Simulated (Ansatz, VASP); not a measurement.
## One calculation of Zn2B, two programs

```
Zn B
1.0
     0.00000    2.88366    2.88366
     2.88366    0.00000    2.88366
     2.88366    2.88366    0.00000
Zn B
2 1
Direct
  0.25000 0.25000 0.25000
  0.75000 0.75000 0.75000
  0.00000 0.00000 0.00000
```

Change from the starting cell: species swapped into the Mg2Si type (Fm-3m, No. 225).

Alike in both runs: task relaxation of cell and atoms; functional PBE; k mesh 6 × 6 × 6; occupations gaussian, width 0.1 eV; no spin polarisation.

```csv
,VASP,Ansatz
version,VASP 6.6.1,Ansatz 0.2.0
potentials or method,"VASP PAW PBE potentials, release 64 (Zn, B), cutoff 600 eV","scalar-relativistic, plane waves, PAW"
valence electrons in the cell,27,27
```

```csv
,VASP,Ansatz,Ansatz less VASP
"gap on the k mesh at the Fermi level, each at its own relaxed structure (eV)",none,none,-
relaxed volume (Å³/atom),12.37,12.34,-0.030
relaxed cell length with the largest relative difference (Å),3.744,3.741,-0.0030
```

A gap of «none» marks a metal or a gap that the smearing closes.

Noted on VASP's run: the volume moved by over 15 % at a fixed basis, so the end points are rough.
